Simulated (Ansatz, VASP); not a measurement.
## One calculation of KF, two programs

The input INCAR:

```
ALGO     = Normal         # electronic algorithm
EDIFF    = 1E-8           # SCF threshold, eV
ENCUT    = 520            # plane-wave cutoff, eV
GGA      = PS             # functional
ISIF     = 2              # what is computed and relaxed
ISMEAR   = -1             # smearing method
LASPH    = T              # aspherical terms in the spheres
LCHARG   = F              # write CHGCAR
LEFG     = T            
LREAL    = F              # projectors in reciprocal space
LWAVE    = F              # write WAVECAR
NBANDS   = 15             # bands
NELM     = 60             # most SCF steps
PREC     = Accurate       # precision mode
SIGMA    = 0.03           # smearing width, eV
```

File KPOINTS:

```
k-points
0
Gamma
  9 9 9
```

The input POSCAR:

```
KF
1.0
    0.0000000000      2.3568642846      2.3568642846
    2.3568642846      0.0000000000      2.3568642846
    2.3568642846      2.3568642846      0.0000000000
K F
1 1
Direct
    0.0000000000      0.0000000000      0.0000000000
    0.5000000000      0.5000000000      0.5000000000
```

Input for Ansatz:

```yaml
crystal:
  lattice:
    - [0.0, 2.3568642846, 2.3568642846]
    - [2.3568642846, 0.0, 2.3568642846]
    - [2.3568642846, 2.3568642846, 0.0]
  atoms:
    - { symbol: K, position: [0.0, 0.0, 0.0] }
    - { symbol: F, position: [0.5, 0.5, 0.5] }
kpoints:
  mp_grid: { grid: [9, 9, 9] }
  band_path:
    path:
      - [0.0, 0.0, 0.0]
      - [0.5, 0.0, 0.5]
      - [0.625, 0.25, 0.625]
      - [0.375, 0.375, 0.75]
      - [0.0, 0.0, 0.0]
      - [0.5, 0.5, 0.5]
      - [0.5, 0.25, 0.75]
      - [0.5, 0.0, 0.5]
    npoints: 6
scf:
  occupations: { method: fermi_dirac, width: 0.03 }
hamiltonian:
  xc: pbesol
  pseudopotentials: { kind: paw }
output:
  forces: true
  stress: true
  eigenvalues: true
  efg: { contact_densities: true }
  populations: true
```

Change from the starting cell: volume scaled by 0.7, PAW files.

Alike in both runs: task electric field gradients; functional PBEsol; k mesh 9 × 9 × 9; occupations fermi-dirac, width 0.03 eV; no spin polarisation.

```csv
,VASP,Ansatz
version,VASP 6.6.1,Ansatz 0.2.0
potentials or method,"VASP PAW PBE potentials, release 64 (K_sv, F)","PAW with Ansatz's default frozen-core files, scalar-relativistic"
plane-wave cutoff (eV),520,420
valence electrons in the cell,16,16
```

```tsv
	VASP	Ansatz	Ansatz less VASP
gap on the k mesh at the Fermi level (eV)	7.79	7.81	+0.021
pressure (GPa)	29.7	28.7	-0.98
```

VASP's potentials were made for PBE, not for PBEsol. Both programs put the cell under a high pressure, so it lies far from rest at this level.
